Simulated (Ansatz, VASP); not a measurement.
**TaRu4 in VASP and in Ansatz**

File INCAR:

```
  ALGO = Fast
  EDIFF = 1E-7
  EDIFFG = -0.04
  ENCUT = 600
  GGA = PE
  IBRION = 2
  ISIF = 3
  ISMEAR = 0
  LASPH = True
  LCHARG = False
  LREAL = False
  LWAVE = False
  NELM = 60
  NSW = 90
  PREC = Accurate
  SIGMA = 0.1
```

Contents of KPOINTS:

```
k-points
0
Gamma
  6 6 1
```

POSCAR

```
TaRu4
1.0
    2.7136633800      0.0000000000      0.0000000000
   -1.3568316900      2.3501014200      0.0000000000
    0.0000000000      0.0000000000     22.0281684800
Ta Ru
2 8
Direct
    0.3333333300      0.6666666700      0.2500000000
    0.6666666700      0.3333333300      0.7500000000
    0.3333333300      0.6666666700      0.8500000000
    0.3333333300      0.6666666700      0.0500000000
    0.3333333300      0.6666666700      0.4500000000
    0.3333333300      0.6666666700      0.6500000000
    0.6666666700      0.3333333300      0.9500000000
    0.6666666700      0.3333333300      0.1500000000
    0.6666666700      0.3333333300      0.3500000000
    0.6666666700      0.3333333300      0.5500000000
```

Input for Ansatz:

```yaml
crystal:
  lattice:
    - [2.71366338, 0.0, 0.0]
    - [-1.35683169, 2.35010142, 0.0]
    - [0.0, 0.0, 22.02816848]
  atoms:
    - { symbol: Ta, position: [0.33333333, 0.66666667, 0.25] }
    - { symbol: Ta, position: [0.66666667, 0.33333333, 0.75] }
    - { symbol: Ru, position: [0.33333333, 0.66666667, 0.85] }
    - { symbol: Ru, position: [0.33333333, 0.66666667, 0.05] }
    - { symbol: Ru, position: [0.33333333, 0.66666667, 0.45] }
    - { symbol: Ru, position: [0.33333333, 0.66666667, 0.65] }
    - { symbol: Ru, position: [0.66666667, 0.33333333, 0.95] }
    - { symbol: Ru, position: [0.66666667, 0.33333333, 0.15] }
    - { symbol: Ru, position: [0.66666667, 0.33333333, 0.35] }
    - { symbol: Ru, position: [0.66666667, 0.33333333, 0.55] }
basis:
  ecutwfc: 420
kpoints:
  mp_grid: { grid: [6, 6, 1] }
hamiltonian:
  xc: pbe
scf:
  occupations: { method: gaussian, width: 0.1 }
  lower_state_search: "off"
output:
  forces: true
  stress: true
  eigenvalues: true
relax:
  adjacent_minimum: "off"
  f_tol: 0.04
  max_steps: 70
  cell: { stress_tol: 0.4 }
```

Alike in both runs: task relaxation of cell and atoms; functional PBE; k mesh 6 × 6 × 1; occupations gaussian, width 0.1 eV; no spin polarisation.

```csv
,VASP,Ansatz
version,VASP 6.6.1,Ansatz 0.2.0
potentials or method,"VASP PAW PBE potentials, release 64 (Ta_pv, Ru_pv), cutoff 600 eV","scalar-relativistic, plane waves, PAW"
valence electrons in the cell,134,154
```

Ansatz gave:

| Quantity | Value |
| --- | --- |
| gap on the k mesh at the Fermi level, each at its own relaxed structure (eV) | none |
| relaxed volume (Å³/atom) | 14.70 |
| relaxed cell length with the largest relative difference (Å) | 2.765 |

Question: What did VASP give for the same quantities?

Answer: gap on the k mesh at the Fermi level, each at its own relaxed structure (eV): none; relaxed volume (Å³/atom): 14.69; relaxed cell length with the largest relative difference (Å): 2.764.

A gap of «none» marks a metal or a gap that the smearing closes. VASP's potentials hold 134 valence electrons a cell and Ansatz's 154, so a difference there can come from the potentials and not from the codes.

The k mesh is coarse, so the values compare programs but aren't converged. Spin-orbit coupling is off throughout.
